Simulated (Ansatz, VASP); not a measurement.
**CaOsO3 in VASP and in Ansatz**

File INCAR:

```
SYSTEM = CaOsO3
ALGO = Normal
EDIFF = 1E-7
ENCUT = 520
GGA = CA
ISIF = 2
ISMEAR = -1
LASPH = .TRUE.
LCHARG = .FALSE.
LREAL = .FALSE.
LWAVE = .FALSE.
NBANDS = 26
NELM = 100
PREC = Accurate
SIGMA = 0.15
```

The input KPOINTS:

```
k-points
0
G
  9 9 9
  0 0 0
```

File POSCAR:

```
CaOsO3
1.0
    3.9521600000     -0.0329346667      0.0000000000
   -0.0329346667      3.9521600000      0.0000000000
    0.0000000000      0.0000000000      3.9521600000
Ca Os O
1 1 3
Direct
    0.0000000000      0.0000000000      0.0000000000
    0.5000000000      0.5000000000      0.5000000000
    0.5000000000      0.5000000000      0.0000000000
    0.5000000000      0.0000000000      0.5000000000
    0.0000000000      0.5000000000      0.5000000000
```

Input for Ansatz:

```yaml
crystal:
  lattice:
    - [3.95216, -0.032934666666666675, 0.0]
    - [-0.032934666666666675, 3.95216, 0.0]
    - [0.0, 0.0, 3.95216]
  atoms:
    - { symbol: Ca, position: [0.0, 0.0, 0.0] }
    - { symbol: Os, position: [0.5, 0.5, 0.5] }
    - { symbol: O, position: [0.5, 0.5, 0.0] }
    - { symbol: O, position: [0.5, 0.0, 0.5] }
    - { symbol: O, position: [0.0, 0.5, 0.5] }
basis:
  ecutwfc: 520.0
kpoints:
  mp_grid:
    grid: [9, 9, 9]
hamiltonian:
  xc: lda
  pseudopotentials:
    kind: paw
scf:
  occupations:
    method: fermi_dirac
    width: 0.15
output:
  stress: true
```

Alike in both runs: task single point; functional LDA; k mesh 9 × 9 × 9; occupations fermi-dirac, width 0.15 eV; no spin polarisation.

```csv
,VASP,Ansatz
version,VASP 6.6.1,Ansatz 0.2.0
potentials or method,"VASP PAW LDA potentials, release 64 (Ca_sv, Os, O), cutoff 520 eV","plane waves, PAW"
valence electrons in the cell,36,44
```

```tsv
	VASP	Ansatz	Ansatz less VASP
pressure (GPa)	-11.9	-14.2	-2.36
traceless stress, the component that is largest in VASP (GPa)	0.43	0.44	+0.011
```

LDA's correlation is that of Perdew and Zunger in VASP and of Perdew and Wang (1992) in Ansatz. VASP's potentials hold 36 valence electrons a cell and Ansatz's 44, so a difference there can come from the potentials and not from the codes.

Spin-orbit coupling is off throughout.
